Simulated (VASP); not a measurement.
# BN (Fmm2) in VASP: single point with PBE

Aim: the single point of BN with PBE.

Program: VASP 6.6.1. These are calculated values, not measurements. Logs are shortened: lines on timing, memory, paths and dates and some standing lists are left out, and cuts for length are marked.

### Step 1. The cell of the first run

The structure is orthorhombic, space group Fmm2 (No. 42). Conventional cell: a = 2.503 Å, b = 6.991 Å, c = 4.332 Å, α = 90.00°, β = 90.00°, γ = 90.00°. B (site symmetry mm2) has 3 N at 1.44 Å within 1.9 Å. N (site symmetry mm2) has 3 B at 1.44 Å within 1.9 Å.

### Step 2. Single point, PBE

The input, INCAR:

```
ALGO = Normal
EDIFF = 1E-7
ENCUT = 520
GGA = PE
ISIF = 2
ISMEAR = 0
LASPH = T
LCHARG = T
LELF = T
LREAL = F
LVHAR = T
LWAVE = F
NBANDS = 11
NELM = 60
PREC = Accurate
SIGMA = 0.01
```

The input, KPOINTS:

```
k-points
0
Gamma
  11 11 11
```

The input, POSCAR:

```
BN
1.0
    0.0000000000      3.4953160000      2.1660910000
    1.2516320000      0.0000000000      2.1660910000
    1.2516320000      3.4953160000      0.0000000000
B N
1 1
Direct
    0.0000490000      0.0000490000      0.9999510000
    0.6666510000      0.6666510000      0.3333490000
```

Potentials or basis: VASP PAW PBE potentials, release 64 (B, N).

Started as:

```sh
cat potpaw_PBE.64/B/POTCAR potpaw_PBE.64/N/POTCAR > POTCAR
mpirun -np 1 vasp_std > vasp.out
```

OUTCAR:

```text
EDIFF = 1E-7
   ENCUT = 520
   GGA = PE
   ISIF = 2
   ISMEAR = 0
   LASPH = T
   LREAL = F
   NELM = 60
   PREC = Accurate

 ion  position               nearest neighbor table
   1  0.000  0.000  1.000-   2 1.44   2 1.44   2 1.44
   2  0.667  0.667  0.333-   1 1.44   1 1.44   1 1.44

  LATTYP: Found a face centered orthorhombic cell.
 ALAT       =     2.5032640000
 B/A-ratio  =     1.7306133113
 C/A-ratio  =     2.7926067726

  Lattice vectors:

 A1 = (   0.0000000000,   3.4953160000,   2.1660910000)
 A2 = (  -1.2516320000,   3.4953160000,   0.0000000000)
 A3 = (  -1.2516320000,   0.0000000000,   2.1660910000)

Analysis of symmetry for initial positions (statically):
=====================================================================
 Subroutine PRICEL returns:
 Original cell was already a primitive cell.

 Routine SETGRP: Setting up the symmetry group for a
 face centered orthorhombic supercell.

 Subroutine GETGRP returns: Found  4 space group operations
 (whereof  4 operations were pure point group operations)
 out of a pool of  8 trial point group operations.

The static configuration has the point symmetry C_2v.

Analysis of symmetry for dynamics (positions and initial velocities):
=====================================================================
 Subroutine PRICEL returns:
 Original cell was already a primitive cell.

 Routine SETGRP: Setting up the symmetry group for a
 face centered orthorhombic supercell.

 Subroutine GETGRP returns: Found  4 space group operations
 (whereof  4 operations were pure point group operations)
 out of a pool of  8 trial point group operations.

The dynamic configuration has the point symmetry C_2v.

 Subroutine INISYM returns: Found  4 space group operations
 (whereof  4 operations are pure point group operations),
 and found     1 'primitive' translations

----------------------------------------------------------------------------------------

                                     Primitive cell

  volume of cell :      18.9526

  direct lattice vectors                    reciprocal lattice vectors
     0.000000000  3.495316000  2.166091000    -0.399478441  0.143048583  0.230830561
     1.251632000  0.000000000  2.166091000     0.399478441 -0.143048583  0.230830561
     1.251632000  3.495316000  0.000000000     0.399478441  0.143048583 -0.230830561

  length of vectors
     4.112077840  2.501705995  3.712656273     0.483041064  0.483041064  0.483041064

  position of ions in fractional coordinates (direct lattice)
     0.000049000  0.000049000  0.999951000
     0.666651000  0.666651000  0.333349000

  ion indices of the primitive-cell ions
   primitive index   ion index
                 1           1
                 2           2

----------------------------------------------------------------------------------------

 KPOINTS: k-points

Automatic generation of k-mesh.
 Grid dimensions read from file:
 generate k-points for:   11   11   11

 Generating k-lattice:

  Cartesian coordinates                     Fractional coordinates (reciprocal lattice)
    -0.036316222  0.013004417  0.020984596     0.090909091 -0.000000000 -0.000000000
     0.036316222 -0.013004417  0.020984596     0.000000000  0.090909091  0.000000000
     0.036316222  0.013004417 -0.020984596     0.000000000  0.000000000  0.090909091

  Length of vectors
     0.043912824  0.043912824  0.043912824

  Shift w.r.t. Gamma in fractional coordinates (k-lattice)
     0.000000000  0.000000000  0.000000000

 Subroutine IBZKPT returns following result:
 ===========================================

 Found    216 irreducible k-points:

 Following reciprocal coordinates:
            Coordinates               Weight
  0.000000  0.000000  0.000000      1.000000
  0.090909 -0.000000 -0.000000      8.000000
  0.181818 -0.000000 -0.000000      8.000000
  0.272727 -0.000000  0.000000      8.000000
  0.363636 -0.000000 -0.000000      8.000000
  0.454545 -0.000000 -0.000000      8.000000
[... 16 lines left out ...]
 -0.272727  0.181818  0.000000      8.000000
 -0.181818  0.181818  0.000000      4.000000
 [... further k-points ...]
   k-points           NKPTS =    216   k-points in BZ     NKDIM =    216   number of bands    NBANDS=     11
   number of dos      NEDOS =    301   number of ions     NIONS =      2
   total plane-waves  NPLWV =  17920
   dimension x,y,z NGX =    32 NGY =   20 NGZ =   28
   dimension x,y,z NGXF=    64 NGYF=   40 NGZF=   56
   ions per type =               1   1
   NGX,Y,Z   is equivalent  to a cutoff of  12.94, 13.29, 12.54 a.u.
   NGXF,Y,Z  is equivalent  to a cutoff of  25.87, 26.58, 25.08 a.u.
 SYSTEM =  unknown system
   PREC   = accura    normal or accurate (medium, high low for compatibility)
   ISTART =      0    job   : 0-new  1-cont  2-samecut
   ICHARG =      2    charge: 1-file 2-atom 10-const
   ISPIN  =      1    spin polarized calculation?
   LNONCOLLINEAR =      F non collinear calculations
   LSORBIT =      F    spin-orbit coupling
   LASPH  =      T    aspherical Exc in radial PAW
   ENCUT  =  520.0 eV  38.22 Ry    6.18 a.u.   7.65  4.65  6.90*2*pi/ulx,y,z
   NELM   =     60;   NELMIN=  2; NELMDL= -5     # of ELM steps
   EDIFF  = 0.1E-06   stopping-criterion for ELM
   LREAL  =      F    real-space projection
   EDIFFG = 0.1E-05   stopping-criterion for IOM
   NSW    =      0    number of steps for IOM
   IBRION =     -1    ionic relax: 0-MD 1-quasi-New 2-CG
   NFREE  =      0    steps in history (QN), initial steepest desc. (CG)
   ISIF   =      2    stress and relaxation
   ISYM   =      2    0-nonsym 1-usesym 2-fastsym
   POTIM  = 0.5000    time-step for ionic-motion
   TEBEG  =    0.0;   TEEND  =   0.0 temperature during run
   PSTRESS=    0.0 pullay stress
   NELECT =       8.0000    total number of electrons
   NUPDOWN=      -1.0000    fix difference up-down
   EMIN   =  10.00;   EMAX   =-10.00  energy-range for DOS
   EFERMI =   0.00;   METHOD = LEGACY
   ISMEAR =     0;   SIGMA  =   0.01  broadening in eV -4-tet -1-fermi 0-gaus
   EFERMI_NEDOS =   21; number of points for ismear=-14 and -15
   IALGO  =     38    algorithm
   IMIX   =      4    mixing-type and parameters
     AMIX     =   0.40;   BMIX     =  1.00
     AMIX_MAG =   1.60;   BMIX_MAG =  1.00
  volume/ion in A,a.u.               =       9.48        63.95
  Fermi-wavevector in a.u.,A,eV,Ry     =   1.228047  2.320672 20.518930  1.508099
  Thomas-Fermi vector in A             =   2.362987
   LORBIT       =      0    0 simple, 1 ext, 2 COOP (PROOUT), +10 PAW based schemes
   GGA     = PE    functional components
   LHFCALC =     F    Hartree Fock is set to
   AEXX    =    0.0000 exact exchange contribution
   IVDW    =     0    specifies the selected vdW correction
   LEPSILON=     F    determine dielectric tensor
   LRPA    =     F    only Hartree local field effects (RPA)
 non-spin polarized calculation
 Gauss-broadening in eV      SIGMA  =   0.01
  energy-cutoff  :      520.00
  volume of cell :       18.95
 maximum number of plane-waves:       529
   NGX = 15   NGY =  9   NGZ = 13

 number of electron       8.0000000 magnetization

 Free energy of the ion-electron system (eV)
  ---------------------------------------------------
  ext. energy  EPLUGINS =         0.00000000
  ---------------------------------------------------
  free energy    TOTEN  =       -17.58679339 eV

  energy without entropy =      -17.58679339  energy(sigma->0) =      -17.58679339

 E-fermi :   2.1886     XC(G=0):  -9.7394

 val. band max:        2.0295451553   @ k =   0.4545  -0.3636   0.0909
 cond. band min:       5.8944784419   @ k =   0.0000   0.4545   0.4545
 fundamental gap:      3.8649332866
 Fermi energy:         2.1885821430

 k-point     1 :       0.0000    0.0000    0.0000
  band No.  band energies     occupation
      1     -15.8876      2.00000
      2      -2.5002      2.00000
      3       0.5604      2.00000
      4       0.5673      2.00000
      5       6.8411      0.00000
      6      13.4915      0.00000
      7      13.5508      0.00000
      8      14.9521      0.00000
      9      16.4110      0.00000
     10      27.5801      0.00000
     11      28.7312      0.00000

 k-point     2 :       0.0909   -0.0000   -0.0000
  band No.  band energies     occupation
      1     -15.7229      2.00000
      2      -2.3394      2.00000
      3      -0.0987      2.00000
      4       0.2573      2.00000
      5       7.2128      0.00000
      6      13.4432      0.00000
      7      14.2087      0.00000
      8      14.3812      0.00000
      9      16.9382      0.00000
     10      26.8799      0.00000
     11      28.0505      0.00000

 k-point     3 :       0.1818   -0.0000   -0.0000
  band No.  band energies     occupation
      1     -15.2402      2.00000
      2      -1.8863      2.00000
      3      -1.6902      2.00000
      4      -0.4594      2.00000
      5       8.1795      0.00000
      6      12.8627      0.00000
      7      13.2735      0.00000
      8      16.0870      0.00000
      9      18.1958      0.00000
     10      23.9777      0.00000
     11      28.1012      0.00000

 k-point     4 :       0.2727   -0.0000    0.0000
  band No.  band energies     occupation
      1     -14.4834      2.00000
      2      -3.7000      2.00000
      3      -1.2446      2.00000
      4      -1.0641      2.00000
      5       9.2916      0.00000
      6      11.0865      0.00000
      7      13.1614      0.00000
      8      18.6720      0.00000
      9      19.5891      0.00000
     10      21.7629      0.00000
     11      26.6747      0.00000
[... 239 lines left out ...]
 k-point    22 :      -0.3636    0.1818    0.0000
  band No.  band energies     occupation
      1     -12.5166      2.00000
      2      -6.4772      2.00000
      3      -3.7420      2.00000
      4       1.1933      2.00000
      5       6.9095      0.00000
      6      13.6625      0.00000
      7      15.3871      0.00000
      8      17.2856      0.00000
      9      19.9638      0.00000
     10      22.0522      0.00000
     11      24.4333      0.00000

 k-point    23 :      -0.2727    0.1818    0.0000
  band No.  band energies     occupation
      1     -13.1922      2.00000
      2      -5.4582      2.00000
      3      -3.2930      2.00000
      4       0.2846      2.00000
      5       8.0798      0.00000
      6      12.8506      0.00000
      7      15.1026      0.00000
      8      17.5852      0.00000
      9      18.7923      0.00000
     10      22.6301      0.00000
     11      24.6605      0.00000

 k-point    24 :      -0.1818    0.1818    0.0000
  band No.  band energies     occupation
      1     -14.0473      2.00000
      2      -4.0866      2.00000
      3      -2.3865      2.00000
      4      -0.6935      2.00000
      5       9.3999      0.00000
      6      11.5011      0.00000
      7      14.6517      0.00000
      8      16.9646      0.00000
      9      19.4025      0.00000
     10      21.8944      0.00000
     11      25.4630      0.00000

 [... further k-points ...]

------------------------ aborting loop because EDIFF is reached ----------------------------------------

  FORCE on cell =-STRESS in cart. coord.  units (eV):
  Direction    XX          YY          ZZ          XY          YZ          ZX
  --------------------------------------------------------------------------------------
  -------------------------------------------------------------------------------------
  Total        0.4873374      0.1889657      0.4926417      0.0000000      0.0000000      0.0000000
  in kB       41.1974644     15.9743708     41.6458746      0.0000000      0.0000000      0.0000000
  external PRESSURE =      32.9392366 kB  Pullay stress =       0.0000000 kB

 VOLUME and BASIS-vectors are now :
 -----------------------------------------------------------------------------
  energy-cutoff  :      520.00
  volume of cell :       18.95
      direct lattice vectors                 reciprocal lattice vectors
     0.000000000  3.495316000  2.166091000    -0.399478441  0.143048583  0.230830561
     1.251632000  0.000000000  2.166091000     0.399478441 -0.143048583  0.230830561
     1.251632000  3.495316000  0.000000000     0.399478441  0.143048583 -0.230830561

 POSITION                                       TOTAL-FORCE (eV/Angst)
 -----------------------------------------------------------------------------------
      1.25163      3.49532      0.00021         0.000000      0.000000      0.009588
      1.25163      3.49532      2.88805         0.000000      0.000000     -0.009588
 -----------------------------------------------------------------------------------
    total drift:                                0.000006     -0.000011     -0.000066

  FREE ENERGIE OF THE ION-ELECTRON SYSTEM (eV)
  ---------------------------------------------------
  free  energy   TOTEN  =       -17.5867933885 eV

  energy  without entropy=      -17.5867933885  energy(sigma->0) =      -17.58679339
```

It took 19 s on 1 thread of Intel Xeon 6975P-C (Granite Rapids), shared host; peak memory 0.17 GiB.

What came out:

```yaml
Free_energy: -17.5868 eV
Pressure: 3.3 GPa
Largest_force: 0.010 eV/Å
Band_gap_on_the_k_mesh: 3.87 eV, indirect (least direct gap 4.72 eV)
```

Forces in eV/Å, atoms in the order of the input:
```
B    0.000  0.000  0.010
N    0.000  0.000 -0.010
```
